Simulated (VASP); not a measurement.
# GaN (F-43m) in VASP: a series of runs

Runs on GaN. Level: PBEsol. Tasks: single point.

Everything below comes from runs of VASP 6.6.1. Logs are shortened: lines on timing, memory, paths and dates and some standing lists are left out, and cuts for length are marked.

## Step 1: The cell of the first run

It takes space group F-43m (No. 216, cubic). The conventional cell has a = 4.427 Å, b = 4.427 Å, c = 4.427 Å, α = 90.00°, β = 90.00°, γ = 90.00°. Ga (site symmetry -43m) has 4 N at 1.92 Å within 2.5 Å. N (site symmetry -43m) has 4 Ga at 1.92 Å within 2.5 Å.

## Step 2: Single point, PBEsol

Input file INCAR:

```
ALGO     = Normal         # electronic algorithm
EDIFF    = 1E-6           # SCF threshold, eV
ENCUT    = 520            # plane-wave cutoff, eV
GGA      = PS             # functional
ISIF     = 2              # what is computed and relaxed
ISMEAR   = 0              # smearing method
LASPH    = True           # aspherical terms in the spheres
LCHARG   = True           # write CHGCAR
LELF     = True           # ELF
LREAL    = False          # projectors in reciprocal space
LVHAR    = True         
LWAVE    = False          # write WAVECAR
NBANDS   = 16             # bands
NELM     = 60             # most SCF steps
PREC     = Accurate       # precision mode
SIGMA    = 0.01           # smearing width, eV
```

Input file KPOINTS:

```
k-points
0
Gamma
  10 10 10
```

Input file POSCAR:

```
GaN
1.0
    0.0000000000      2.2134802006      2.2134802006
    2.2134802006      0.0000000000      2.2134802006
    2.2134802006      2.2134802006      0.0000000000
Ga N
1 1
Direct
    0.0000000000      0.0000000000      0.0000000000
    0.2500000000      0.2500000000      0.2500000000
```

Potentials or basis: VASP PAW PBE potentials, release 64 (Ga_d, N).

The run is started by

```console
cat potpaw_PBE.64/Ga_d/POTCAR potpaw_PBE.64/N/POTCAR > POTCAR
mpirun -np 1 vasp_std > vasp.out
```

OUTCAR:

```text
EDIFF = 1E-6
   ENCUT = 520
   GGA = PS
   ISIF = 2
   ISMEAR = 0
   LASPH = True
   LREAL = False
   NELM = 60
   PREC = Accurate

 ion  position               nearest neighbor table
   1  0.000  0.000  0.000-   2 1.92   2 1.92   2 1.92   2 1.92
   2  0.250  0.250  0.250-   1 1.92   1 1.92   1 1.92   1 1.92

  LATTYP: Found a face centered cubic cell.
 ALAT       =     4.4269604012

  Lattice vectors:

 A1 = (   0.0000000000,   2.2134802006,   2.2134802006)
 A2 = (   2.2134802006,   0.0000000000,   2.2134802006)
 A3 = (   2.2134802006,   2.2134802006,   0.0000000000)

Analysis of symmetry for initial positions (statically):
=====================================================================
 Subroutine PRICEL returns:
 Original cell was already a primitive cell.

 Routine SETGRP: Setting up the symmetry group for a
 face centered cubic supercell.

 Subroutine GETGRP returns: Found 24 space group operations
 (whereof 24 operations were pure point group operations)
 out of a pool of 48 trial point group operations.

The static configuration has the point symmetry T_d .

Analysis of symmetry for dynamics (positions and initial velocities):
=====================================================================
 Subroutine PRICEL returns:
 Original cell was already a primitive cell.

 Routine SETGRP: Setting up the symmetry group for a
 face centered cubic supercell.

 Subroutine GETGRP returns: Found 24 space group operations
 (whereof 24 operations were pure point group operations)
 out of a pool of 48 trial point group operations.

The dynamic configuration has the point symmetry T_d .

 Subroutine INISYM returns: Found 24 space group operations
 (whereof 24 operations are pure point group operations),
 and found     1 'primitive' translations

----------------------------------------------------------------------------------------

                                     Primitive cell

  volume of cell :      21.6899

  direct lattice vectors                    reciprocal lattice vectors
     0.000000000  2.213480201  2.213480201    -0.225888625  0.225888625  0.225888625
     2.213480201  0.000000000  2.213480201     0.225888625 -0.225888625  0.225888625
     2.213480201  2.213480201  0.000000000     0.225888625  0.225888625 -0.225888625

  length of vectors
     3.130333720  3.130333720  3.130333720     0.391250576  0.391250576  0.391250576

  position of ions in fractional coordinates (direct lattice)
     0.000000000  0.000000000  0.000000000
     0.250000000  0.250000000  0.250000000

  ion indices of the primitive-cell ions
   primitive index   ion index
                 1           1
                 2           2

----------------------------------------------------------------------------------------

 KPOINTS: k-points

Automatic generation of k-mesh.
 Grid dimensions read from file:
 generate k-points for:   10   10   10

 Generating k-lattice:

  Cartesian coordinates                     Fractional coordinates (reciprocal lattice)
    -0.022588863  0.022588863  0.022588863     0.100000000  0.000000000  0.000000000
     0.022588863 -0.022588863  0.022588863     0.000000000  0.100000000  0.000000000
     0.022588863  0.022588863 -0.022588863     0.000000000  0.000000000  0.100000000

  Length of vectors
     0.039125058  0.039125058  0.039125058

  Shift w.r.t. Gamma in fractional coordinates (k-lattice)
     0.000000000  0.000000000  0.000000000

 Subroutine IBZKPT returns following result:
 ===========================================

 Found     47 irreducible k-points:

 Following reciprocal coordinates:
            Coordinates               Weight
  0.000000  0.000000  0.000000      1.000000
  0.100000  0.000000  0.000000      8.000000
  0.200000  0.000000  0.000000      8.000000
  0.300000  0.000000  0.000000      8.000000
  0.400000  0.000000  0.000000      8.000000
  0.500000  0.000000  0.000000      4.000000
[... 16 lines left out ...]
  0.300000  0.300000  0.000000      6.000000
  0.400000  0.300000  0.000000     24.000000
 [... further k-points ...]
   k-points           NKPTS =     47   k-points in BZ     NKDIM =     47   number of bands    NBANDS=     16
   number of dos      NEDOS =    301   number of ions     NIONS =      2
   total plane-waves  NPLWV =  13824
   dimension x,y,z NGX =    24 NGY =   24 NGZ =   24
   dimension x,y,z NGXF=    48 NGYF=   48 NGZF=   48
   ions per type =               1   1
   NGX,Y,Z   is equivalent  to a cutoff of  12.75, 12.75, 12.75 a.u.
   NGXF,Y,Z  is equivalent  to a cutoff of  25.49, 25.49, 25.49 a.u.
 SYSTEM =  unknown system
   PREC   = accura    normal or accurate (medium, high low for compatibility)
   ISTART =      0    job   : 0-new  1-cont  2-samecut
   ICHARG =      2    charge: 1-file 2-atom 10-const
   ISPIN  =      1    spin polarized calculation?
   LNONCOLLINEAR =      F non collinear calculations
   LSORBIT =      F    spin-orbit coupling
   LASPH  =      T    aspherical Exc in radial PAW
   ENCUT  =  520.0 eV  38.22 Ry    6.18 a.u.   5.82  5.82  5.82*2*pi/ulx,y,z
   NELM   =     60;   NELMIN=  2; NELMDL= -5     # of ELM steps
   EDIFF  = 0.1E-05   stopping-criterion for ELM
   LREAL  =      F    real-space projection
   EDIFFG = 0.1E-04   stopping-criterion for IOM
   NSW    =      0    number of steps for IOM
   IBRION =     -1    ionic relax: 0-MD 1-quasi-New 2-CG
   NFREE  =      0    steps in history (QN), initial steepest desc. (CG)
   ISIF   =      2    stress and relaxation
   ISYM   =      2    0-nonsym 1-usesym 2-fastsym
   POTIM  = 0.5000    time-step for ionic-motion
   TEBEG  =    0.0;   TEEND  =   0.0 temperature during run
   PSTRESS=    0.0 pullay stress
   NELECT =      18.0000    total number of electrons
   NUPDOWN=      -1.0000    fix difference up-down
   EMIN   =  10.00;   EMAX   =-10.00  energy-range for DOS
   EFERMI =   0.00;   METHOD = LEGACY
   ISMEAR =     0;   SIGMA  =   0.01  broadening in eV -4-tet -1-fermi 0-gaus
   EFERMI_NEDOS =   21; number of points for ismear=-14 and -15
   IALGO  =     38    algorithm
   IMIX   =      4    mixing-type and parameters
     AMIX     =   0.40;   BMIX     =  1.00
     AMIX_MAG =   1.60;   BMIX_MAG =  1.00
  volume/ion in A,a.u.               =      10.84        73.19
  Fermi-wavevector in a.u.,A,eV,Ry     =   1.538438  2.907226 32.202157  2.366792
  Thomas-Fermi vector in A             =   2.644807
   LORBIT       =      0    0 simple, 1 ext, 2 COOP (PROOUT), +10 PAW based schemes
   GGA     = PS    functional components
   LHFCALC =     F    Hartree Fock is set to
   AEXX    =    0.0000 exact exchange contribution
   IVDW    =     0    specifies the selected vdW correction
   LEPSILON=     F    determine dielectric tensor
   LRPA    =     F    only Hartree local field effects (RPA)
 non-spin polarized calculation
 Gauss-broadening in eV      SIGMA  =   0.01
  energy-cutoff  :      520.00
  volume of cell :       21.69
 maximum number of plane-waves:       596
   NGX = 11   NGY = 11   NGZ = 11

 number of electron      18.0000011 magnetization

 Free energy of the ion-electron system (eV)
  ---------------------------------------------------
  ext. energy  EPLUGINS =         0.00000000
  ---------------------------------------------------
  free energy    TOTEN  =       -13.09169731 eV

  energy without entropy =      -13.09169731  energy(sigma->0) =      -13.09169731

 E-fermi :   5.8287     XC(G=0): -12.1935

 val. band max:        5.7540344720   @ k =   0.0000   0.0000   0.0000
 cond. band min:       7.7808059214   @ k =   0.0000   0.0000   0.0000
 fundamental gap:      2.0267714494
 Fermi energy:         5.8287211417

 k-point     1 :       0.0000    0.0000    0.0000
  band No.  band energies     occupation
      1     -10.6578      2.00000
      2      -7.7115      2.00000
      3      -7.7115      2.00000
      4      -7.7115      2.00000
      5      -7.3274      2.00000
      6      -7.3274      2.00000
[... 8 lines left out ...]
     15      24.8546      0.00000
     16      24.8546      0.00000

 k-point     2 :       0.1000    0.0000    0.0000
  band No.  band energies     occupation
      1     -10.5329      2.00000
      2      -7.6954      2.00000
      3      -7.6954      2.00000
      4      -7.6779      2.00000
      5      -7.3291      2.00000
      6      -7.3291      2.00000
[... 8 lines left out ...]
     15      23.5422      0.00000
     16      23.5459      0.00000

 k-point     3 :       0.2000    0.0000    0.0000
  band No.  band energies     occupation
      1     -10.2096      2.00000
      2      -7.6580      2.00000
      3      -7.6580      2.00000
      4      -7.5291      2.00000
      5      -7.3280      2.00000
      6      -7.3280      2.00000
[... 8 lines left out ...]
     15      22.7616      0.00000
     16      22.7616      0.00000

 k-point     4 :       0.3000    0.0000    0.0000
  band No.  band energies     occupation
      1      -9.8449      2.00000
      2      -7.6247      2.00000
      3      -7.6247      2.00000
      4      -7.3123      2.00000
      5      -7.3123      2.00000
      6      -7.1408      2.00000
[... 8 lines left out ...]
     15      23.3166      0.00000
     16      23.3166      0.00000

 k-point     5 :       0.4000    0.0000    0.0000
  band No.  band energies     occupation
      1      -9.6097      2.00000
      2      -7.6103      2.00000
      3      -7.6103      2.00000
      4      -7.2857      2.00000
      5      -7.2857      2.00000
      6      -6.4912      2.00000
[... 8 lines left out ...]
     15      24.8416      0.00000
     16      24.8416      0.00000

 k-point     6 :       0.5000    0.0000    0.0000
  band No.  band energies     occupation
      1      -9.5383      2.00000
      2      -7.6077      2.00000
      3      -7.6077      2.00000
      4      -7.2724      2.00000
      5      -7.2724      2.00000
      6      -6.0738      2.00000
[... 8 lines left out ...]
     15      25.9444      0.00000
     16      25.9444      0.00000

 k-point     7 :       0.1000    0.1000    0.0000
  band No.  band energies     occupation
      1     -10.4915      2.00000
      2      -7.6848      2.00000
      3      -7.6812      2.00000
      4      -7.6812      2.00000
      5      -7.3402      2.00000
      6      -7.3187      2.00000
[... 8 lines left out ...]
     15      25.3582      0.00000
     16      25.5904      0.00000

 k-point     8 :       0.2000    0.1000    0.0000
  band No.  band energies     occupation
      1     -10.2353      2.00000
      2      -7.6605      2.00000
      3      -7.6425      2.00000
      4      -7.5795      2.00000
      5      -7.3421      2.00000
      6      -7.3103      2.00000
[... 8 lines left out ...]
     15      24.6791      0.00000
     16      24.7938      0.00000

 k-point     9 :       0.3000    0.1000    0.0000
  band No.  band energies     occupation
      1      -9.8872      2.00000
      2      -7.6286      2.00000
      3      -7.6042      2.00000
      4      -7.4034      2.00000
      5      -7.2956      2.00000
      6      -7.1993      2.00000
[... 8 lines left out ...]
     15      23.8154      0.00000
     16      24.8017      0.00000
[... 172 lines left out ...]
 k-point    19 :       0.5000    0.2000    0.0000
  band No.  band energies     occupation
      1      -9.4447      2.00000
      2      -7.5924      2.00000
      3      -7.5157      2.00000
      4      -7.3830      2.00000
      5      -7.2676      2.00000
      6      -5.9786      2.00000
[... 8 lines left out ...]
     15      26.4437      0.00000
     16      26.9315      0.00000

 k-point    20 :      -0.4000    0.2000    0.0000
  band No.  band energies     occupation
      1      -9.4338      2.00000
      2      -7.5973      2.00000
      3      -7.5229      2.00000
      4      -7.3455      2.00000
      5      -7.2966      2.00000
      6      -5.8291      2.00000
[... 8 lines left out ...]
     15      24.8177      0.00000
     16      26.4888      0.00000

 k-point    21 :      -0.3000    0.2000    0.0000
  band No.  band energies     occupation
      1      -9.5248      2.00000
      2      -7.5984      2.00000
      3      -7.5444      2.00000
      4      -7.3392      2.00000
      5      -7.3366      2.00000
      6      -6.3551      2.00000
[... 8 lines left out ...]
     15      23.5323      0.00000
     16      26.8731      0.00000

 k-point    22 :      -0.2000    0.2000    0.0000
  band No.  band energies     occupation
      1      -9.7320      2.00000
      2      -7.6070      2.00000
      3      -7.5879      2.00000
      4      -7.3593      2.00000
      5      -7.3550      2.00000
      6      -6.9426      2.00000
[... 8 lines left out ...]
     15      23.5474      0.00000
     16      26.8203      0.00000

 k-point    23 :       0.3000    0.3000    0.0000
  band No.  band energies     occupation
      1      -9.6228      2.00000
      2      -7.5588      2.00000
      3      -7.4863      2.00000
      4      -7.4863      2.00000
      5      -7.2682      2.00000
      6      -6.9462      2.00000
[... 8 lines left out ...]
     15      28.2375      0.00000
     16      29.0031      0.00000

 k-point    24 :       0.4000    0.3000    0.0000
  band No.  band energies     occupation
      1      -9.4637      2.00000
      2      -7.5739      2.00000
      3      -7.4462      2.00000
      4      -7.4445      2.00000
      5      -7.2563      2.00000
      6      -6.4770      2.00000
[... 8 lines left out ...]
     15      28.6768      0.00000
     16      28.8340      0.00000

 [... further k-points ...]
[... 5 lines left out ...]
  --------------------------------------------------------------------------------------
  -------------------------------------------------------------------------------------
  Total        1.3179654      1.3179654      1.3179654      0.0000000      0.0000000      0.0000000
  in kB       97.3548678     97.3548678     97.3548678      0.0000000      0.0000000      0.0000000
  external PRESSURE =      97.3548678 kB  Pullay stress =       0.0000000 kB

 VOLUME and BASIS-vectors are now :
 -----------------------------------------------------------------------------
  energy-cutoff  :      520.00
  volume of cell :       21.69
      direct lattice vectors                 reciprocal lattice vectors
     0.000000000  2.213480201  2.213480201    -0.225888625  0.225888625  0.225888625
     2.213480201  0.000000000  2.213480201     0.225888625 -0.225888625  0.225888625
     2.213480201  2.213480201  0.000000000     0.225888625  0.225888625 -0.225888625

 POSITION                                       TOTAL-FORCE (eV/Angst)
 -----------------------------------------------------------------------------------
      0.00000      0.00000      0.00000        -0.000000     -0.000000     -0.000000
      1.10674      1.10674      1.10674         0.000000      0.000000      0.000000
 -----------------------------------------------------------------------------------
    total drift:                                0.000001      0.000001      0.000001

  FREE ENERGIE OF THE ION-ELECTRON SYSTEM (eV)
  ---------------------------------------------------
  free  energy   TOTEN  =       -13.0916973094 eV

  energy  without entropy=      -13.0916973094  energy(sigma->0) =      -13.09169731
```

Run time: 14 s. Hardware: 1 thread of Intel Xeon 8259CL, shared host; peak memory 0.14 GiB.

Results:

* Free energy: -13.0917 eV
* Pressure: 9.7 GPa
* Band gap on the k mesh: 2.03 eV

Caveat: the cell stands under pressure; the PAW data sets were made with another functional, which shifts forces and pressure a little.

(Continued in part 2 of 2.)
